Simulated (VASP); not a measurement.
Write the native input for VASP 6.6.1 that does the following.

| Property | Result |
| --- | --- |
| Task | single point |
| Functional | LDA |
| Potentials or basis | VASP PAW LDA potentials, release 64 (Ga_d, N_h) |
| Cutoff | 910 eV |
| k mesh | 10 × 10 × 10 |
| Occupations | gaussian, width 0.01 eV |
| Spin | no spin polarisation |
| Dipole correction | no |
| Second run | hard_potentials |
| Further INCAR settings | ALGO = Normal; EDIFF = 1e-06; NBANDS = 16 |

The structure of GaN lies in POSCAR:

```
GaN
1.0
    0.0000000000      2.2038781765      2.2038781765
    2.2038781765      0.0000000000      2.2038781765
    2.2038781765      2.2038781765      0.0000000000
Ga N
1 1
Direct
    0.0000000000      0.0000000000      0.0000000000
    0.2500000000      0.2500000000      0.2500000000
```

One way to write it, as run:

INCAR

```
  PREC = Accurate
  ENCUT = 910
  EDIFF = 1E-6
  ISMEAR = 0
  SIGMA = 0.01
  LREAL = F
  LASPH = T
  NELM = 120
  ALGO = Normal
  ISIF = 2
  LWAVE = F
  LCHARG = T
  GGA = CA
  LELF = T
  LVHAR = T
  NBANDS = 16
  GGA_COMPAT = F
```

KPOINTS

```
Automatic mesh
0
Gamma
  10 10 10
```

Potentials or basis: VASP PAW LDA potentials, release 64 (Ga_d, N_h).

The run is started by

```sh
$ cat potpaw_LDA.64/Ga_d/POTCAR potpaw_LDA.64/N_h/POTCAR > POTCAR
$ mpirun -np 1 vasp_std > vasp.out
```

It gave:

```
Pressure               : 8.0 GPa
Band gap on the k mesh : 2.18 eV, direct
```

Caveat: the cutoff is under 1.25 times the usual one of these potentials, so pressure, stress and relaxed cells hold a basis-set (Pulay) error.

It used 84 s of CPU time on 1 thread of AMD EPYC 7R13 Processor (Zen 3) (shared host).
